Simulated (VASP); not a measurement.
Set up this calculation in VASP 6.6.1, as the native input.

```
Task                   : single point
Functional             : PBE
Dispersion             : D3(BJ)
Potentials or basis    : VASP PAW PBE potentials, release 64 (Mo_sv, S)
Cutoff                 : 520 eV
k mesh                 : 15 × 15 × 15
Occupations            : gaussian, width 0.15 eV
Spin                   : no spin polarisation
Dipole correction      : no
Further INCAR settings : ALGO = Normal; EDIFF = 1e-07; NBANDS = 20
```

The structure of MoS2 lies in POSCAR:

```
MoS2
1.0
    1.5671157387      0.9681089221      5.9549887142
   -1.5671157387      0.9681089221      5.9549887142
    0.0000000000     -1.9362178443      5.9549887142
Mo S
1 2
Direct
    0.0000000000      0.0000000000      0.0000000000
    0.7688044826      0.7688044826      0.7315023783
    0.2311955174      0.2311955174      0.2684976217
```

This cell differs from its parent crystal: atoms displaced along a vibrational mode, the cell strained.

The input as run:

INCAR

```
ALGO = Normal ; EDIFF = 1E-7
ENCUT = 520 ; GGA = PE
ISIF = 2 ; ISMEAR = 0
IVDW = 12 ; LASPH = T
LCHARG = F ; LREAL = F
LWAVE = F ; NBANDS = 20
NELM = 60 ; PREC = Accurate
SIGMA = 0.15
```

KPOINTS

```
k-points
0
Gamma
  15 15 15
```

Potentials or basis: VASP PAW PBE potentials, release 64 (Mo_sv, S).

The run is started by

```console
$ cat potpaw_PBE.64/Mo_sv/POTCAR potpaw_PBE.64/S/POTCAR > POTCAR
$ mpirun -np 1 vasp_std > vasp.out
```

Results of the run:

```
Pressure                   : -8.3 GPa
Largest force              : 0.823 eV/Å
Band gap on the k mesh     : zero (bands 13 and 14 overlap by 0.74 eV)
Dispersion energy per atom : -0.420 eV
```

Caveat: the cell differs from its parent crystal (atoms displaced along a vibrational mode, the cell strained); the stress differs along the axes, from -13 to -4 GPa.

Run time: 17 min on 1 thread of Intel(R) Xeon(R) 6975P-C (Granite Rapids), with other jobs on the host, peak memory 1 GiB.
